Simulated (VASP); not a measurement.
Set up this calculation in VASP 6.6.1, as the native input.

| Property | Result |
| --- | --- |
| Task | single point |
| Functional | r2SCAN |
| Potentials or basis | VASP PAW PBE potentials, release 64 (Bi_d, Te) |
| Cutoff | 520 eV |
| k mesh | 12 × 12 × 12 |
| Occupations | gaussian, width 0.1 eV |
| Spin | no spin polarisation |
| Dipole correction | no |
| Further INCAR settings | ALGO = Normal; EDIFF = 1e-07; NBANDS = 18 |

BiTe:

```
CELL_PARAMETERS angstrom
0.00000 3.26529 3.26529
3.26529 0.00000 3.26529
3.26529 3.26529 0.00000
ATOMIC_POSITIONS crystal
Bi 0.00000 0.00000 0.00000
Te 0.50000 0.50000 0.50000
```

This cell differs from its parent crystal: volume scaled by 1.03.

The input as run:

POSCAR

```
BiTe
1.0
    0.0000000000      3.2652887428      3.2652887428
    3.2652887428      0.0000000000      3.2652887428
    3.2652887428      3.2652887428      0.0000000000
Bi Te
1 1
Direct
    0.0000000000      0.0000000000      0.0000000000
    0.5000000000      0.5000000000      0.5000000000
```

INCAR.step1

```
SYSTEM = BiTe
PREC = Accurate
ENCUT = 520
ISMEAR = 0
SIGMA = 0.1
LREAL = .False.
LASPH = .True.
NELM = 80
NBANDS = 18
GGA = PE
ALGO = Normal
EDIFF = 1E-4
LWAVE = .True.
LCHARG = .False.
```

INCAR.step2

```
SYSTEM = BiTe
PREC = Accurate
ENCUT = 520
EDIFF = 1E-7
ISMEAR = 0
SIGMA = 0.1
LREAL = .False.
LASPH = .True.
NELM = 80
ALGO = Normal
ISIF = 2
LWAVE = .False.
LCHARG = .True.
METAGGA = R2SCAN
LMIXTAU = .True.
LELF = .True.
LVHAR = .True.
NBANDS = 18
ISTART = 1
```

KPOINTS

```
Automatic mesh
0
Gamma
  12 12 12
  0 0 0
```

Potentials or basis: VASP PAW PBE potentials, release 64 (Bi_d, Te).

Launch:

```sh
$ cat potpaw_PBE.64/Bi_d/POTCAR potpaw_PBE.64/Te/POTCAR > POTCAR
$ cp INCAR.step1 INCAR
$ mpirun -np 1 vasp_std > vasp.out
$ cp INCAR.step2 INCAR
$ mpirun -np 1 vasp_std > vasp.out
```

It gave:

The pressure is -1.4 GPa.

Caveat: the PAW data sets were made with another functional, which shifts forces and pressure a little.

Run time: 3.1 min on 1 thread of Intel(R) Xeon(R) Platinum 8488C (Sapphire Rapids), on a shared host, peak memory 0.27 GiB.
